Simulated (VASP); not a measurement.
MnHg, 2 atoms in the cell. It takes space group Pm-3m (No. 221, cubic). Conventional cell: a = 3.380 Å, b = 3.380 Å, c = 3.380 Å, α = 90.00°, β = 90.00°, γ = 90.00°. Mn (site symmetry m-3m) has 8 Hg at 2.93 Å and 6 Mn at 3.38 Å within 3.9 Å. Hg (site symmetry m-3m) has 8 Mn at 2.93 Å and 6 Hg at 3.38 Å within 3.9 Å.  This cell differs from its parent crystal: volume scaled by 1.06.

| Item | Value |
| --- | --- |
| Program | VASP 6.6.1 |
| Task | electric field gradients |
| Functional | PBE |
| Potentials or basis | VASP PAW PBE potentials, release 64 (Mn_pv, Hg) |
| Cutoff | 520 eV |
| k mesh | 10 × 10 × 10 |
| Occupations | fermi-dirac, width 0.08 eV |
| Spin | collinear spin, ferromagnetic start |
| Starting moments | [4.0, 0.0] μB |
| Dipole correction | no |
| Further INCAR settings | ALGO = Normal; EDIFF = 1e-08; NBANDS = 24 |

Potentials or basis: VASP PAW PBE potentials, release 64 (Mn_pv, Hg).

Run with:

```console
$ cat potpaw_PBE.64/Mn_pv/POTCAR potpaw_PBE.64/Hg/POTCAR > POTCAR
$ mpirun -np 1 vasp_std > vasp.out
```

Hardware: 1 thread of Intel(R) Xeon(R) Platinum 8175M CPU @ 2.50GHz (Skylake/Cascade Lake), with other jobs on the host.

Question: How long does it take, and how much memory?

Answer: Wall time 3.1 min on 1 thread of Intel(R) Xeon(R) Platinum 8175M CPU @ 2.50GHz (Skylake/Cascade Lake) (shared host), peak memory 0.23 GiB. Counts: scf iterations 18, k points 56.
